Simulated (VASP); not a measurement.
A run of VASP 6.6.1:

File INCAR:

```
SYSTEM = Se
  ALGO = Normal
  EDIFF = 1E-8
  ENCUT = 520
  GGA = PS
  ISIF = 2
  ISMEAR = -1
  LASPH = .True.
  LCHARG = .False.
  LEFG = .True.
  LREAL = .False.
  LWAVE = .False.
  NBANDS = 9
  NELM = 60
  PREC = Accurate
  SIGMA = 0.03
```

The input KPOINTS:

```
k-points
0
Gamma
  12 12 12
  0 0 0
```

Contents of POSCAR:

```
Se
1.0
    2.8105630200      0.0000000000      0.0000000000
    0.0000000000      2.8105630200      0.0000000000
    0.0000000000      0.0000000000      2.8105630200
Se
1
Direct
    0.0000000000      0.0000000000      0.0000000000
```

Potentials or basis: VASP PAW PBE potentials, release 64 (Se).

Launch:

```bash
$ cat potpaw_PBE.64/Se/POTCAR > POTCAR
$ mpirun -np 1 vasp_std > vasp.out
```

Hardware: 1 thread of Intel Xeon 6975P-C, with other jobs on the host.

How long does it take, and how much memory?

Wall time 6 s on 1 thread of Intel Xeon 6975P-C, with other jobs on the host, peak memory 0.15 GiB. Counts: scf iterations 11, k points 84.
